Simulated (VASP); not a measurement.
Runs of VASP 6.6.1 on ScZn3. It takes space group Fm-3m (No. 225, cubic). Conventional cell: a = 6.313 Å, b = 6.313 Å, c = 6.313 Å, α = 90.00°, β = 90.00°, γ = 90.00°. Within 3.6 Å of Sc (site symmetry m-3m) lie 14 Zn at 2.73 to 3.16 Å. Zn (site symmetry -43m) has 4 Sc at 2.73 Å and 10 Zn at 2.73 to 3.16 Å within 3.6 Å. Zn (site symmetry m-3m) has 8 Zn at 2.73 Å and 6 Sc at 3.16 Å within 3.6 Å. 

```csv
smearing,gap on the mesh (eV),pressure (GPa)
fermi-dirac 0.05 eV,none,-5.7
fermi-dirac 0.15 eV,none,(a)
fermi-dirac 0.25 eV,none,-5.2
fermi-dirac 0.1 eV,none,-5.7
fermi-dirac 0.025 eV,none,-5.7
```

Alike in all rows: task single point; level LDA; potentials or basis VASP PAW LDA potentials, release 64 (Sc_sv, Zn); no spin polarisation; cell as given; k mesh 6 × 6 × 6; cutoff (eV) 520.

Estimate the missing entries.

(a) -5.6.

A gap of «none» marks levels without a gap at the run's occupations.
